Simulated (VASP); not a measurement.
A run of VASP 6.6.1 is set up as follows.

Contents of INCAR:

```
ALGO = Normal ; EDIFF = 1E-7
ENCUT = 520 ; GGA = PE
ISIF = 2 ; ISMEAR = 0
LASPH = T ; LCHARG = F
LREAL = F ; LWAVE = F
NBANDS = 51 ; NELM = 60
PREC = Accurate ; SIGMA = 0.05
```

Contents of KPOINTS:

```
k-points
0
Gamma
  8 8 8
```

File POSCAR:

```
SrTiO3
1.0
   -2.7777137596      2.7777137596      3.9464442078
    2.7777137596     -2.7777137596      3.9464442078
    2.7777137596      2.7777137596     -3.9464442078
Sr Ti O
2 2 6
Direct
    0.7500000000      0.2500000000      0.5000000000
    0.2500000000      0.7500000000      0.5000000000
    0.0000000000      0.0000000000      0.0000000000
    0.5000000000      0.5000000000      0.0000000000
    0.2500000000      0.2500000000      0.0000000000
    0.7500000000      0.7500000000      0.0000000000
    0.7450835815      0.2450835815      0.9563899212
    0.2281949606      0.2718050394      0.5000000000
    0.2718050394      0.7718050394      0.0436100788
    0.7718050394      0.7281949606      0.5000000000
```

Potentials or basis: VASP PAW PBE potentials, release 64 (Sr_sv, Ti_sv, O).

Command:

```sh
$ cat potpaw_PBE.64/Sr_sv/POTCAR potpaw_PBE.64/Ti_sv/POTCAR potpaw_PBE.64/O/POTCAR > POTCAR
$ mpirun -np 1 vasp_std > vasp.out
```

(1) Estimate the largest force.

(2) Predict the band gap on the k mesh.

(3) Estimate the pressure.

Results:

(1) 0.681 eV/Å.

(2) 1.90 eV, direct.

(3) 0.6 GPa.

Caveat: the cell differs from its parent crystal (atom 7 (O) moved +0.133 Å along Cartesian [0 0 1]).
